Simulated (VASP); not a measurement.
## Zn: single point with PBE

Zn:

```
Zn
1.0
     0.00000    1.91566    1.86654
     1.91566    0.00000    1.86654
     1.91566    1.91566    0.00000
Zn
1
Cartesian
  0.0000 0.0000 0.0000
```

This cell differs from its parent crystal: strain -0.025 along x and y, -0.050 along z.

```
Program                : VASP 6.6.1
Task                   : single point
Functional             : PBE
Potentials or basis    : VASP PAW PBE potentials, release 64 (Zn)
Cutoff                 : 520 eV
k mesh                 : 20 × 20 × 20
Occupations            : gaussian, width 0.15 eV
Spin                   : no spin polarisation
Dipole correction      : no
Further INCAR settings : ALGO = Fast; EDIFF = 1e-07; NBANDS = 12
```

| Quantity | Value |
| --- | --- |
| Pressure | 9.7 GPa |
| Band gap on the k mesh | zero (bands 6 and 7 overlap by 3.49 eV) |

Stress tensor (GPa, compression positive):
```
 8.83  0.00  0.00
 0.00  8.83  0.00
 0.00  0.00 11.38
```

Levels at points of the mesh, in eV from the Fermi level:
| k point | band 2 | band 3 | band 4 | band 5 | band 6 | band 7 | band 8 | band 9 | band 10 | band 11 |
| --- | --- | --- | --- | --- | --- | --- | --- | --- | --- | --- |
| (0.00, 0.00, 0.00) | -7.98 | -7.98 | -7.91 | -7.54 | -7.46 | 19.63 | 19.65 | 19.72 | 19.72 | 22.33 |
| (0.50, 0.00, 0.00) | -8.00 | -7.93 | -7.18 | -7.14 | -3.40 | -1.24 | 16.06 | 16.66 | 18.28 | 19.70 |
| (0.50, 0.50, 0.00) | -8.70 | -7.18 | -7.07 | -7.07 | -0.99 | 2.53 | 8.54 | 8.54 | 12.41 | 13.95 |
| (0.50, 0.00, 0.50) | -8.71 | -7.18 | -7.10 | -7.05 | -1.47 | 1.85 | 9.04 | 9.18 | 12.89 | 14.56 |

It took 68 s on 1 thread of Intel Xeon 8259CL, with other jobs on the host, peak memory 0.21 GiB.

Caveat: the cell differs from its parent crystal (strain -0.025 along x and y, -0.050 along z); the cell stands under pressure.
